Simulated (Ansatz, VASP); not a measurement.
**ZnS in VASP and in Ansatz**

```
Zn S
1.0
     0.00000    2.69368    2.69368
     2.69368    0.00000    2.69368
     2.69368    2.69368    0.00000
Zn S
1 1
Direct
  0.00000 0.00000 0.00000
  0.25000 0.25000 0.25000
```

Alike in both runs: task single point; functional PBE; k mesh 6 × 6 × 6; occupations gaussian, width 0.0045 eV; no spin polarisation.

|  | VASP | Ansatz |
| --- | --- | --- |
| version | VASP 6.6.1 | Ansatz 0.2.0 |
| potentials or method | VASP PAW PBE potentials, release 64 (Zn, S) | scalar-relativistic, plane waves, PAW |
| plane-wave cutoff (eV) | 500 | 420 |
| valence electrons in the cell | 18 | 18 |

|  | VASP | Ansatz | Ansatz less VASP |
| --- | --- | --- | --- |
| gap on the k mesh at the Fermi level (eV) | 2.15 | 2.15 | -0.005 |
| least direct gap on the mesh (eV) | 2.15 | 2.15 | -0.005 |
| pressure (GPa) | 2.5 | 2.3 | -0.16 |
